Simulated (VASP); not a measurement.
Write the native input for VASP 6.6.1 that does the following.

| Quantity | Value |
| --- | --- |
| Task | single point |
| Functional | r2SCAN |
| Potentials or basis | VASP PAW PBE potentials, release 64 (Ru_pv) |
| Cutoff | 520 eV |
| k mesh | 11 × 11 × 11 |
| Occupations | fermi-dirac, width 0.1 eV |
| Spin | no spin polarisation |
| Dipole correction | no |
| Further INCAR settings | ALGO = Normal; EDIFF = 1e-07; NBANDS = 21 |

The system is Ru.

```
Ru
1.0
     0.00000    2.70714    2.70714
     2.70714    0.00000    2.70714
     2.70714    2.70714    0.00000
Ru
2
Direct
  0.12500 0.12500 0.12500
  0.87500 0.87500 0.87500
```

This isn't the form of Ru at room conditions, which is hcp.

These files were run (other wordings do the same):

POSCAR

```
Ru
1.0
    0.0000000000      2.7071406684      2.7071406684
    2.7071406684      0.0000000000      2.7071406684
    2.7071406684      2.7071406684      0.0000000000
Ru
2
Direct
    0.1250000000      0.1250000000      0.1250000000
    0.8750000000      0.8750000000      0.8750000000
```

INCAR.step1

```
SYSTEM = Ru
  ALGO = Normal
  EDIFF = 1E-4
  ENCUT = 520
  GGA = PE
  ISMEAR = -1
  LASPH = .TRUE.
  LCHARG = .FALSE.
  LREAL = .FALSE.
  LWAVE = .TRUE.
  NBANDS = 21
  NELM = 100
  PREC = Accurate
  SIGMA = 0.1
```

INCAR.step2

```
SYSTEM = Ru
  ALGO = Normal
  EDIFF = 1E-7
  ENCUT = 520
  ISIF = 2
  ISMEAR = -1
  ISTART = 1
  LASPH = .TRUE.
  LCHARG = .TRUE.
  LELF = .TRUE.
  LMIXTAU = .TRUE.
  LREAL = .FALSE.
  LVHAR = .TRUE.
  LWAVE = .FALSE.
  METAGGA = R2SCAN
  NBANDS = 21
  NELM = 100
  PREC = Accurate
  SIGMA = 0.1
```

KPOINTS

```
k-points
0
G
  11 11 11
  0 0 0
```

Potentials or basis: VASP PAW PBE potentials, release 64 (Ru_pv).

The run is started by

```console
$ cat potpaw_PBE.64/Ru_pv/POTCAR > POTCAR
$ cp INCAR.step1 INCAR
$ mpirun -np 1 vasp_std > vasp.out
$ cp INCAR.step2 INCAR
$ mpirun -np 1 vasp_std > vasp.out
```

Results of the run:

| Item | Value |
| --- | --- |
| Pressure | 0.8 GPa |
| Band gap on the k mesh | zero (bands 14 and 15 overlap by 0.90 eV) |

Caveat: the PAW data sets were made with another functional, which shifts forces and pressure a little.

Run time: 100 s on 1 thread of AMD EPYC 9R45 96-Core Processor (Zen 5), on a shared host, peak memory 0.16 GiB.
